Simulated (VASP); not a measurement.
As, 2 atoms in the cell. It takes space group Fd-3m (No. 227, cubic). Conventional cell: a = 5.969 Å, b = 5.969 Å, c = 5.969 Å, α = 90.00°, β = 90.00°, γ = 90.00°. Within 3.4 Å of As (site symmetry -43m) lie 4 As at 2.58 Å. 

* Program: VASP 6.6.1
* Task: single point
* Functional: LDA
* Potentials or basis: VASP PAW LDA potentials, release 64 (As)
* Cutoff: 520 eV
* k mesh: 8 × 8 × 8
* Occupations: fermi-dirac, width 0.136057 eV
* Spin: no spin polarisation
* Dipole correction: no
* Further INCAR settings: ALGO = Normal; EDIFF = 1e-07; NBANDS = 12

Potentials or basis: VASP PAW LDA potentials, release 64 (As).

The run is started by

```console
$ cat potpaw_LDA.64/As/POTCAR > POTCAR
$ mpirun -np 1 vasp_std > vasp.out
```

Hardware: 1 thread of Intel(R) Xeon(R) 6975P-C (Granite Rapids), with other jobs on the host.

Task: How long does it take, and how much memory?

Result: It took 6 s on 1 thread of Intel(R) Xeon(R) 6975P-C (Granite Rapids), on a shared host, peak memory 0.14 GiB. Counts: scf iterations 11, k points 29.
